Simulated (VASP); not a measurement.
Re, 1 atom in the cell. It takes space group I4/mmm (No. 139, tetragonal). Conventional cell: a = 3.224 Å, b = 3.224 Å, c = 2.964 Å, α = 90.00°, β = 90.00°, γ = 90.00°. Re (site symmetry 4/mmm) has 14 Re at 2.72 to 3.22 Å within 3.6 Å.  This cell differs from its parent crystal: ratio of the length along z to the lengths across it x 0.65, volume and fractional coordinates fixed.

| Item | Value |
| --- | --- |
| Program | VASP 6.6.1 |
| Task | single point |
| Functional | PBEsol |
| Potentials or basis | VASP PAW PBE potentials, release 64 (Re_sv_GW) |
| Cutoff | 560 eV |
| k mesh | 22 × 22 × 22 |
| Occupations | gaussian, width 0.15 eV |
| Spin | no spin polarisation |
| Dipole correction | no |
| Further INCAR settings | ALGO = Normal; EDIFF = 1e-06; NBANDS = 14 |

Potentials or basis: VASP PAW PBE potentials, release 64 (Re_sv_GW).

Run with:

```bash
$ cat potpaw_PBE.64/Re_sv_GW/POTCAR > POTCAR
$ mpirun -np 1 vasp_std > vasp.out
```

Hardware: 1 thread of Intel(R) Xeon(R) Platinum 8259CL CPU @ 2.50GHz (Skylake/Cascade Lake) (shared host).

Problem. How long does it take, and how much memory?

Solution. It took 2.9 min on 1 thread of Intel(R) Xeon(R) Platinum 8259CL CPU @ 2.50GHz (Skylake/Cascade Lake) (shared host), peak memory 0.33 GiB. Counts: scf iterations 15, k points 834.
